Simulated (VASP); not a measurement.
# SrAl2S2 in VASP: single point with PBE

Aim: the single point of SrAl2S2 with PBE.

All numbers are computed with VASP 6.6.1; they aren't measurements. Logs are shortened: lines on timing, memory, paths and dates and some standing lists are left out, and cuts for length are marked.

### 1 The cell of the first run

The typed cell holds 5 atoms: a = 5.041 Å, b = 5.041 Å, c = 5.260 Å, α = 90.00°, β = 90.00°, γ = 60.00°.

### 2 Single point, PBE

The input, POSCAR:

```
SrAl2S2
1.0
    2.5206360000      4.3658640000      0.0000000000
   -2.5206360000      4.3658640000      0.0000000000
    0.0000000000      0.0000000000      5.2597300000
S Al Sr
2 2 1
Direct
    0.3333000000      0.3334000000      0.0976000000
    0.6667000000      0.6666000000      0.9024000000
    0.3333000000      0.3334000000      0.4589000000
    0.6667000000      0.6666000000      0.5411000000
    0.0000000000      0.0000000000      0.0000000000
```

The input, INCAR.step1:

```
ALGO = Normal
EDIFF = 1E-6
ENCUT = 520
GGA = PE
ISIF = 2
ISMEAR = 1
LASPH = T
LCHARG = T
LREAL = F
LWAVE = F
NBANDS = 22
NELM = 100
PREC = Accurate
SIGMA = 0.2894
```

The input, KPOINTS.step1:

```
k-points
0
Gamma
  8 8 7
```

The input, INCAR.step2:

```
ALGO = Normal
EDIFF = 1E-6
ENCUT = 520
GGA = PE
ICHARG = 11
ISIF = 2
ISMEAR = -5
LASPH = T
LCHARG = F
LORBIT = 10
LREAL = F
LWAVE = F
NEDOS = 2001
NELM = 100
PREC = Accurate
SIGMA = 0.2894
```

The input, KPOINTS.step2:

```
k-points
0
Gamma
  12 12 11
```

Potentials or basis: VASP PAW PBE potentials, release 64 (S, Al, Sr_sv).

Launch:

```bash
cat potpaw_PBE.64/S/POTCAR potpaw_PBE.64/Al/POTCAR potpaw_PBE.64/Sr_sv/POTCAR > POTCAR
cp INCAR.step1 INCAR
cp KPOINTS.step1 KPOINTS
mpirun -np 1 vasp_std > vasp.out
cp INCAR.step2 INCAR
cp KPOINTS.step2 KPOINTS
mpirun -np 1 vasp_std > vasp.out
```

OUTCAR:

```text
EDIFF = 1E-6
   ENCUT = 520
   GGA = PE
   ICHARG = 11
   ISIF = 2
   ISMEAR = -5
   LASPH = T
   LORBIT = 10
   LREAL = F
   NELM = 100
   PREC = Accurate

 ion  position               nearest neighbor table
   1  0.333  0.333  0.098-   3 1.90   5 2.96   5 2.96   5 2.96
   2  0.667  0.667  0.902-   4 1.90   5 2.96   5 2.96   5 2.96
   3  0.333  0.333  0.459-   1 1.90   4 2.94   4 2.94   4 2.94   5 3.78   5 3.78   5 3.78   5 4.07
                             5 4.07   5 4.07
   4  0.667  0.667  0.541-   2 1.90   3 2.94   3 2.94   3 2.94   5 3.78   5 3.78   5 3.78   5 4.07
                             5 4.07   5 4.07
   5  0.000  0.000  0.000-   2 2.96   1 2.96   2 2.96   1 2.96   2 2.96   1 2.96   3 3.78   4 3.78
                             4 3.78   3 3.78   4 3.78   3 3.78   4 4.07   3 4.07   3 4.07   4 4.07

  LATTYP: Found a hexagonal cell.
 ALAT       =     5.0412671335
 C/A-ratio  =     1.0433349118

  Lattice vectors:

 A1 = (   2.5206360000,  -4.3658640000,   0.0000000000)
 A2 = (   2.5206360000,   4.3658640000,   0.0000000000)
 A3 = (   0.0000000000,   0.0000000000,   5.2597300000)

Analysis of symmetry for initial positions (statically):
=====================================================================
 Subroutine PRICEL returns:
 Original cell was already a primitive cell.

 Routine SETGRP: Setting up the symmetry group for a
 hexagonal supercell.

 Subroutine GETGRP returns: Found  4 space group operations
 (whereof  4 operations were pure point group operations)
 out of a pool of 24 trial point group operations.

The static configuration has the point symmetry C_2h.

Analysis of symmetry for dynamics (positions and initial velocities):
=====================================================================
 Subroutine PRICEL returns:
 Original cell was already a primitive cell.

 Routine SETGRP: Setting up the symmetry group for a
 hexagonal supercell.

 Subroutine GETGRP returns: Found  4 space group operations
 (whereof  4 operations were pure point group operations)
 out of a pool of 24 trial point group operations.

The dynamic configuration has the point symmetry C_2h.

 Subroutine INISYM returns: Found  4 space group operations
 (whereof  4 operations are pure point group operations),
 and found     1 'primitive' translations

----------------------------------------------------------------------------------------

                                     Primitive cell

[... 104 lines left out ...]
   ISIF   =      2    stress and relaxation
   ISYM   =      2    0-nonsym 1-usesym 2-fastsym
   POTIM  = 0.5000    time-step for ionic-motion
   TEBEG  =    0.0;   TEEND  =   0.0 temperature during run
   PSTRESS=    0.0 pullay stress
   NELECT =      28.0000    total number of electrons
   NUPDOWN=      -1.0000    fix difference up-down
   EMIN   =  10.00;   EMAX   =-10.00  energy-range for DOS
   EFERMI =   0.00;   METHOD = LEGACY
   ISMEAR =    -5;   SIGMA  =   0.29  broadening in eV -4-tet -1-fermi 0-gaus
   EFERMI_NEDOS =   21; number of points for ismear=-14 and -15
   IALGO  =     38    algorithm
   IMIX   =      4    mixing-type and parameters
     AMIX     =   0.40;   BMIX     =  1.00
     AMIX_MAG =   1.60;   BMIX_MAG =  1.00
  volume/ion in A,a.u.               =      23.15       156.24
  Fermi-wavevector in a.u.,A,eV,Ry     =   1.020006  1.927533 14.155680  1.040413
  Thomas-Fermi vector in A             =   2.153552
   LORBIT       =     10    0 simple, 1 ext, 2 COOP (PROOUT), +10 PAW based schemes
   GGA     = PE    functional components
   LHFCALC =     F    Hartree Fock is set to
   AEXX    =    0.0000 exact exchange contribution
   IVDW    =     0    specifies the selected vdW correction
   LEPSILON=     F    determine dielectric tensor
   LRPA    =     F    only Hartree local field effects (RPA)
 non-spin polarized calculation
 Fermi weights with tetrahedron method with Bloechl corrections
  energy-cutoff  :      520.00
  volume of cell :      115.76
 maximum number of plane-waves:      3146
 NGX is ok and might be reduce to    40

 number of electron      28.0000000 magnetization

 Free energy of the ion-electron system (eV)
  ---------------------------------------------------
  ext. energy  EPLUGINS =         0.00000000
  ---------------------------------------------------
  free energy    TOTEN  =       -18.36697774 eV

  energy without entropy =      -18.36697774  energy(sigma->0) =      -18.36697774

 E-fermi :   4.4648     XC(G=0):  -9.1261

 val. band max:        4.4806683296   @ k =   0.2500   0.0833   0.4545
 cond. band min:       4.4193500198   @ k =  -0.2500  -0.4167   0.0909
 fundamental gap:     -0.0613183098
 Fermi energy:         4.4648380194

 k-point     1 :       0.0000    0.0000    0.0000
  band No.  band energies     occupation
      1     -30.6805      2.00000
      2     -12.8433      2.00000
      3     -12.7166      2.00000
      4     -12.7165      2.00000
      5      -9.4458      2.00000
      6      -7.9245      2.00000
[... 481 lines left out ...]
      5      -8.7984      2.00000
      6      -8.3585      2.00000
[... 10 lines left out ...]
     17       7.6670      0.00000
     18       8.3760      0.00000

 [... further k-points ...]
[... 5 lines left out ...]
  --------------------------------------------------------------------------------------
  -------------------------------------------------------------------------------------
  Total        2.4425746      2.4418284     28.8341181     -0.0006408     -0.0013315      0.0023062
  in kB       33.8052872     33.7949597    399.0648451     -0.0088685     -0.0184275      0.0319174
  external PRESSURE =     155.5550307 kB  Pullay stress =       0.0000000 kB

 VOLUME and BASIS-vectors are now :
 -----------------------------------------------------------------------------
  energy-cutoff  :      520.00
  volume of cell :      115.76
      direct lattice vectors                 reciprocal lattice vectors
     2.520636000  4.365864000  0.000000000     0.198362635  0.114524868  0.000000000
    -2.520636000  4.365864000  0.000000000    -0.198362635  0.114524868  0.000000000
     0.000000000  0.000000000  5.259730000     0.000000000  0.000000000  0.190123828

 POSITION                                       TOTAL-FORCE (eV/Angst)
 -----------------------------------------------------------------------------------
     -0.00025      2.91072      0.51335         0.001677     -0.000968     -6.384675
      0.00025      5.82101      4.74638        -0.001677      0.000968      6.384675
     -0.00025      2.91072      2.41369         0.000708     -0.000409      5.961070
      0.00025      5.82101      2.84604        -0.000708      0.000409     -5.961070
      0.00000      0.00000      0.00000         0.000000     -0.000000      0.000000
 -----------------------------------------------------------------------------------
    total drift:                               -0.000000      0.000000      0.000000

  FREE ENERGIE OF THE ION-ELECTRON SYSTEM (eV)
  ---------------------------------------------------
  free  energy   TOTEN  =       -18.3669777427 eV

  energy  without entropy=      -18.3669777427  energy(sigma->0) =      -18.36697774

 total charge

# of ion       s       p       d       tot
------------------------------------------
    1        1.356   2.535   0.000   3.891
    2        1.356   2.535   0.000   3.891
    3        0.477   0.395   0.000   0.871
    4        0.477   0.395   0.000   0.871
    5        2.007   5.781   0.221   8.009
--------------------------------------------------
tot          5.672  11.641   0.221  17.534
```

OSZICAR.step1:

```text
N       E                     dE             d eps       ncg     rms          rms(c)
DAV:   1     0.127896553977E+03    0.12790E+03   -0.12173E+04  5676   0.111E+03
DAV:   2    -0.101006751245E+02   -0.13800E+03   -0.13185E+03  7468   0.198E+02
DAV:   3    -0.199403024386E+02   -0.98396E+01   -0.97788E+01  7970   0.503E+01
DAV:   4    -0.202671036517E+02   -0.32680E+00   -0.32643E+00  9182   0.837E+00
DAV:   5    -0.202706707543E+02   -0.35671E-02   -0.35667E-02  7788   0.833E-01    0.193E+01
DAV:   6    -0.184975354452E+02    0.17731E+01   -0.41191E+00  6812   0.843E+00    0.128E+01
DAV:   7    -0.183884798978E+02    0.10906E+00   -0.19812E+00  7228   0.608E+00    0.447E+00
DAV:   8    -0.183720346149E+02    0.16445E-01   -0.51130E-01  6612   0.280E+00    0.117E+00
DAV:   9    -0.183626694986E+02    0.93651E-02   -0.88660E-02  7008   0.113E+00    0.561E-01
DAV:  10    -0.183626870575E+02   -0.17559E-04   -0.67586E-03  7178   0.379E-01    0.237E-01
DAV:  11    -0.183628039780E+02   -0.11692E-03   -0.64144E-04  7246   0.127E-01    0.104E-01
DAV:  12    -0.183627684564E+02    0.35522E-04   -0.21085E-04  7018   0.570E-02    0.602E-02
DAV:  13    -0.183627809256E+02   -0.12469E-04   -0.43491E-05  7032   0.378E-02    0.154E-02
DAV:  14    -0.183627800357E+02    0.88990E-06   -0.29356E-06  7450   0.995E-03
   1 F= -.18362780E+02 E0= -.18365096E+02  d E =0.694758E-02
```

Wall time 8.4 min (1 thread of Intel Xeon 6975P-C (Granite Rapids), shared host); peak memory 0.96 GiB.

What came out:

- Valence electrons inside the program's atomic spheres: S 3.89; Al 0.87; Sr 8.01

Levels at points of the mesh, in eV from the Fermi level:
| k point | band 10 | band 11 | band 12 | band 13 | band 14 | band 15 | band 16 | band 17 | band 18 |
| --- | --- | --- | --- | --- | --- | --- | --- | --- | --- |
| (0.00, 0.00, 0.00) | -4.23 | -2.91 | -1.88 | -1.88 | 0.74 | 1.37 | 1.38 | 3.31 | 3.35 |
| (0.50, 0.00, 0.00) | -4.25 | -3.64 | -2.09 | -1.56 | -0.82 | 0.72 | 0.74 | 3.21 | 3.98 |
| (0.00, 0.50, 0.00) | -4.25 | -3.64 | -2.09 | -1.56 | -0.82 | 0.72 | 0.74 | 3.21 | 3.98 |

Caveat: tetrahedron occupations give inexact forces and stress in metals.
